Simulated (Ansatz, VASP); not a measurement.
Nb: VASP beside Ansatz

The input INCAR:

```
SYSTEM = Nb
  ALGO = Normal
  EDIFF = 1E-6
  ENCUT = 520
  GGA = PS
  ISIF = 2
  ISMEAR = -1
  LASPH = .True.
  LCHARG = .False.
  LREAL = .False.
  LWAVE = .False.
  NBANDS = 12
  NELM = 60
  PREC = Accurate
  SIGMA = 0.08
```

File KPOINTS:

```
k-points
0
Gamma
  13 13 13
  0 0 0
```

POSCAR

```
Nb
1.0
    0.0000000000      2.1150000000      2.0938500000
    2.1150000000      0.0000000000      2.0938500000
    2.1150000000      2.1150000000      0.0000000000
Nb
1
Direct
    0.0000000000      0.0000000000      0.0000000000
```

Input for Ansatz:

```yaml
crystal:
  lattice:
    - [0.0, 2.115, 2.09385]
    - [2.115, 0.0, 2.09385]
    - [2.115, 2.115, 0.0]
  atoms:
    - { symbol: Nb, position: [0.0, 0.0, 0.0] }
kpoints:
  mp_grid: { grid: [13, 13, 13] }
  band_path:
    path:
      - [0.0, 0.0, 0.0]
      - [0.0, 0.5, 0.5]
      - [0.25, 0.75, 0.5]
      - [0.0, 0.5, 0.0]
      - [0.0, 0.0, 0.0]
      - [0.5, 0.5, 0.0]
      - [0.3775380063, 0.6224619937, 0.0]
      - [-0.3775380063, 0.3775380063, 0.0]
      - [0.0, 0.0, 0.0]
    npoints: 5
scf:
  occupations: { method: fermi_dirac, width: 0.08 }
hamiltonian:
  xc: pbesol
  pseudopotentials: { kind: all_electron, lapw: { basis_error: 0.00025 } }
output:
  forces: true
  stress: true
  eigenvalues: true
```

Change from the starting cell: zz strain of -1 %.

Alike in both runs: task single point; functional PBEsol; k mesh 13 × 13 × 13; occupations fermi-dirac, width 0.08 eV; no spin polarisation.

|  | VASP | Ansatz |
| --- | --- | --- |
| version | VASP 6.6.1 | Ansatz 0.2.0 |
| potentials or method | VASP PAW PBE potentials, release 64 (Nb_sv), cutoff 520 eV | all-electron LAPW, scalar-relativistic |

VASP gave:

- pressure (GPa): -5.4
- traceless stress, the component that is largest in VASP (GPa): -1.83

Which values does Ansatz return?

Pressure (GPa): -5.1; traceless stress, the component that is largest in VASP (GPa): -1.85.

VASP's potentials were made for PBE, not for PBEsol. Ansatz ran all-electron here, and VASP with PAW potentials.
